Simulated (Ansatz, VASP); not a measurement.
BiTe in VASP and in Ansatz

The input INCAR:

```
SYSTEM = BiTe
  PREC = Accurate
  ENCUT = 500
  EDIFF = 1E-6
  ISMEAR = 0
  SIGMA = 0.1
  LREAL = .FALSE.
  LASPH = .TRUE.
  NELM = 120
  ALGO = Normal
  ISIF = 2
  LWAVE = .FALSE.
  LCHARG = .FALSE.
  GGA = CA
  NBANDS = 18
  GGA_COMPAT = .FALSE.
```

The input KPOINTS:

```
Automatic mesh
0
G
  4 4 4
  0 0 0
```

The input POSCAR:

```
BiTe
1.0
    0.0000000000      3.2350000000      3.2350000000
    3.2350000000      0.0000000000      3.2350000000
    3.2350000000      3.2350000000      0.0000000000
Bi Te
1 1
Direct
    0.0000000000      0.0000000000      0.0000000000
    0.5000000000      0.5000000000      0.5000000000
```

Input for Ansatz:

```yaml
crystal:
  lattice:
    - [0.0, 3.235, 3.235]
    - [3.235, 0.0, 3.235]
    - [3.235, 3.235, 0.0]
  atoms:
    - { symbol: Bi, position: [0.0, 0.0, 0.0] }
    - { symbol: Te, position: [0.5, 0.5, 0.5] }
basis:
  ecutwfc: 420
kpoints:
  mp_grid: { grid: [4, 4, 4] }
hamiltonian:
  xc: lda
scf:
  occupations: { method: gaussian, width: 0.1 }
output:
  forces: true
  stress: true
  eigenvalues: true
```

Alike in both runs: task single point; functional LDA; k mesh 4 × 4 × 4; occupations gaussian, width 0.1 eV; no spin polarisation.

```csv
,VASP,Ansatz
version,VASP 6.6.1,Ansatz 0.2.0
potentials or method,"VASP PAW LDA potentials, release 64 (Bi_d, Te), cutoff 500 eV","scalar-relativistic, plane waves, PAW"
valence electrons in the cell,21,31
```

Ansatz gave:

- gap on the k mesh at the Fermi level (eV): none
- pressure (GPa): -2.9

Problem. What did VASP give for the same quantities?

Solution. gap on the k mesh at the Fermi level (eV): none; pressure (GPa): -2.8.

LDA's correlation is that of Perdew and Zunger in VASP and of Perdew and Wang (1992) in Ansatz. A gap of «none» marks a metal or a gap that the smearing closes. VASP's potentials hold 21 valence electrons a cell and Ansatz's 31, so a difference there can come from the potentials and not from the codes.

The k mesh is coarse, so the values compare programs but aren't converged. Spin-orbit coupling is off throughout.
